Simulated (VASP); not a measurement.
# SiC (P1) in VASP: single point with PBE

Aim: the single point of SiC with PBE.

Program: VASP 6.6.1. These are calculated values, not measurements. Logs are shortened: lines on timing, memory, paths and dates and some standing lists are left out, and cuts for length are marked.

**1. The cell of the first run**

The typed cell holds 2 atoms: a = 3.075 Å, b = 3.075 Å, c = 3.075 Å, α = 60.00°, β = 60.00°, γ = 60.00°.

**2. Single point, PBE (one atom moved)**

INCAR

```
SYSTEM = SiC
PREC     = Accurate       ! precision mode
ENCUT    = 520            ! plane-wave cutoff, eV
EDIFF    = 1E-6           ! SCF threshold, eV
ISMEAR   = 0              ! smearing method
SIGMA    = 0.02           ! smearing width, eV
LREAL    = .False.        ! projectors in reciprocal space
LASPH    = .True.         ! aspherical terms in the spheres
NELM     = 100            ! most SCF steps
ALGO     = Normal         ! electronic algorithm
ISIF     = 2              ! what is computed and relaxed
LWAVE    = .False.        ! write WAVECAR
LCHARG   = .False.        ! write CHGCAR
GGA      = PE             ! functional
NBANDS   = 11             ! bands
```

KPOINTS

```
Automatic mesh
0
Gamma
  12 12 12
  0 0 0
```

POSCAR

```
SiC
1.0
    0.0000000000      2.1740000000      2.1740000000
    2.1740000000      0.0000000000      2.1740000000
    2.1740000000      2.1740000000      0.0000000000
Si C
1 1
Direct
    0.0530634775      0.0212465501     -0.0855473781
    0.7500000000      0.7500000000      0.7500000000
```

Potentials or basis: VASP PAW PBE potentials, release 64 (Si, C).

Launch:

```console
> cat potpaw_PBE.64/Si/POTCAR potpaw_PBE.64/C/POTCAR > POTCAR
> mpirun -np 1 vasp_std > vasp.out
```

OUTCAR:

```text
SYSTEM = SiC
   PREC = Accurate
   ENCUT = 520
   EDIFF = 1E-6
   ISMEAR = 0
   LREAL = .False.
   LASPH = .True.
   NELM = 100
   ISIF = 2
   GGA = PE

 ion  position               nearest neighbor table
   1  0.053  0.021  0.914-   2 1.76   2 1.84   2 1.87   2 2.10
   2  0.750  0.750  0.750-   1 1.76   1 1.84   1 1.87   1 2.10

  LATTYP: Found a face centered cubic cell.
 ALAT       =     4.3480000000

  Lattice vectors:

 A1 = (   0.0000000000,   2.1740000000,   2.1740000000)
 A2 = (   2.1740000000,   0.0000000000,   2.1740000000)
 A3 = (   2.1740000000,   2.1740000000,   0.0000000000)

Analysis of symmetry for initial positions (statically):
=====================================================================
 Subroutine PRICEL returns:
 Original cell was already a primitive cell.

 Routine SETGRP: Setting up the symmetry group for a
 face centered cubic supercell.

 Subroutine GETGRP returns: Found  1 space group operations
 (whereof  1 operations were pure point group operations)
 out of a pool of 48 trial point group operations.

The static configuration has the point symmetry C_1 .

Analysis of symmetry for dynamics (positions and initial velocities):
=====================================================================
 Subroutine PRICEL returns:
 Original cell was already a primitive cell.

 Routine SETGRP: Setting up the symmetry group for a
 face centered cubic supercell.

 Subroutine GETGRP returns: Found  1 space group operations
 (whereof  1 operations were pure point group operations)
 out of a pool of 48 trial point group operations.

The dynamic configuration has the point symmetry C_1 .

 Subroutine INISYM returns: Found  1 space group operations
 (whereof  1 operations are pure point group operations),
 and found     1 'primitive' translations

----------------------------------------------------------------------------------------

                                     Primitive cell

  volume of cell :      20.5498

  direct lattice vectors                    reciprocal lattice vectors
     0.000000000  2.174000000  2.174000000    -0.229990800  0.229990800  0.229990800
     2.174000000  0.000000000  2.174000000     0.229990800 -0.229990800  0.229990800
     2.174000000  2.174000000  0.000000000     0.229990800  0.229990800 -0.229990800

  length of vectors
     3.074500285  3.074500285  3.074500285     0.398355752  0.398355752  0.398355752

  position of ions in fractional coordinates (direct lattice)
     0.053063477  0.021246550  0.914452622
     0.750000000  0.750000000  0.750000000

[... 85 lines left out ...]
   TEBEG  =    0.0;   TEEND  =   0.0 temperature during run
   PSTRESS=    0.0 pullay stress
   NELECT =       8.0000    total number of electrons
   NUPDOWN=      -1.0000    fix difference up-down
   EMIN   =  10.00;   EMAX   =-10.00  energy-range for DOS
   EFERMI =   0.00;   METHOD = LEGACY
   ISMEAR =     0;   SIGMA  =   0.02  broadening in eV -4-tet -1-fermi 0-gaus
   EFERMI_NEDOS =   21; number of points for ismear=-14 and -15
   IALGO  =     38    algorithm
   IMIX   =      4    mixing-type and parameters
     AMIX     =   0.40;   BMIX     =  1.00
     AMIX_MAG =   1.60;   BMIX_MAG =  1.00
  volume/ion in A,a.u.               =      10.27        69.34
  Fermi-wavevector in a.u.,A,eV,Ry     =   1.195369  2.258920 19.441458  1.428907
  Thomas-Fermi vector in A             =   2.331336
   LORBIT       =      0    0 simple, 1 ext, 2 COOP (PROOUT), +10 PAW based schemes
   GGA     = PE    functional components
   LHFCALC =     F    Hartree Fock is set to
   AEXX    =    0.0000 exact exchange contribution
   IVDW    =     0    specifies the selected vdW correction
   LEPSILON=     F    determine dielectric tensor
   LRPA    =     F    only Hartree local field effects (RPA)
 non-spin polarized calculation
 Gauss-broadening in eV      SIGMA  =   0.02
  energy-cutoff  :      520.00
  volume of cell :       20.55
 maximum number of plane-waves:       568
   NGX = 11   NGY = 11   NGZ = 11

 number of electron       8.0000000 magnetization

 Free energy of the ion-electron system (eV)
  ---------------------------------------------------
  ext. energy  EPLUGINS =         0.00000000
  ---------------------------------------------------
  free energy    TOTEN  =       -14.66104773 eV

  energy without entropy =      -14.66104773  energy(sigma->0) =      -14.66104773

 E-fermi :   9.2695     XC(G=0): -11.3894

 val. band max:        9.1807481776   @ k =   0.0000   0.0000   0.0000
 cond. band min:       9.4005455971   @ k =   0.5000   0.0000   0.5000
 fundamental gap:      0.2197974195
 Fermi energy:         9.2694557272

 k-point     1 :       0.0000    0.0000    0.0000
  band No.  band energies     occupation
      1      -7.2998      2.00000
      2       7.2903      2.00000
      3       7.8853      2.00000
      4       9.1807      2.00000
      5      14.2311      0.00000
      6      15.4678      0.00000
      7      15.5643      0.00000
      8      15.9409      0.00000
      9      22.6442      0.00000
     10      22.6476      0.00000
     11      23.9540      0.00000
[... 309 lines left out ...]
 k-point    24 :       0.0000    0.0000    0.5000
  band No.  band energies     occupation
      1      -3.9876      2.00000
      2       0.2651      2.00000
      3       6.4669      2.00000
      4       7.0375      2.00000
      5      13.7098      0.00000
      6      14.7884      0.00000
      7      15.4074      0.00000
      8      18.1541      0.00000
      9      24.0963      0.00000
     10      25.5142      0.00000
     11      25.9373      0.00000

 [... further k-points ...]

------------------------ aborting loop because EDIFF is reached ----------------------------------------

  FORCE on cell =-STRESS in cart. coord.  units (eV):
  Direction    XX          YY          ZZ          XY          YZ          ZX
  --------------------------------------------------------------------------------------
  -------------------------------------------------------------------------------------
  Total        1.1367429      1.5412247      0.9764935     -1.1379051      0.8973339     -0.1588294
  in kB       88.6266281    120.1622142     76.1327199    -88.7172353     69.9610037    -12.3832011
  external PRESSURE =      94.9738541 kB  Pullay stress =       0.0000000 kB

 VOLUME and BASIS-vectors are now :
 -----------------------------------------------------------------------------
  energy-cutoff  :      520.00
  volume of cell :       20.55
      direct lattice vectors                 reciprocal lattice vectors
     0.000000000  2.174000000  2.174000000    -0.229990800  0.229990800  0.229990800
     2.174000000  0.000000000  2.174000000     0.229990800 -0.229990800  0.229990800
     2.174000000  2.174000000  0.000000000     0.229990800  0.229990800 -0.229990800

 POSITION                                       TOTAL-FORCE (eV/Angst)
 -----------------------------------------------------------------------------------
      2.03421      2.10338      0.16155         2.072386     -0.067325     -2.546725
      3.26100      3.26100      3.26100        -2.072386      0.067325      2.546725
 -----------------------------------------------------------------------------------
    total drift:                               -0.000043     -0.000040      0.000041

  FREE ENERGIE OF THE ION-ELECTRON SYSTEM (eV)
  ---------------------------------------------------
  free  energy   TOTEN  =       -14.6610477325 eV

  energy  without entropy=      -14.6610477325  energy(sigma->0) =      -14.66104773
```

stdout:

```text
POSCAR found type information on POSCAR SiC
 POSCAR found :  2 types and       2 ions
 scaLAPACK will be used
 LDA part: xc-table for (Slater+PW92), standard interpolation
 POSCAR, INCAR and KPOINTS ok, starting setup
 FFT: planning ... GRIDC
 FFT: planning ... GRID_SOFT
 FFT: planning ... GRID
 WAVECAR not read
 entering main loop
```

Wall time 2.2 min (1 thread of Intel Xeon 8259CL, shared host); peak memory 0.29 GiB.

What came out:

```yaml
Free_energy: -14.6610 eV
Pressure: 9.5 GPa
Largest_force: 3.284 eV/Å
Band_gap_on_the_k_mesh: 0.22 eV (least direct gap 4.02 eV)
```

Forces in eV/Å, atoms in the order of the input:
```
Si   2.072 -0.067 -2.547
C   -2.072  0.067  2.547
```

Caveat: the cell differs from its parent crystal (one atom moved); the cell stands under pressure; forces of over 1 eV/Å act on the atoms, so gaps and moduli don't describe the material at rest. A k mesh can miss the band edges.
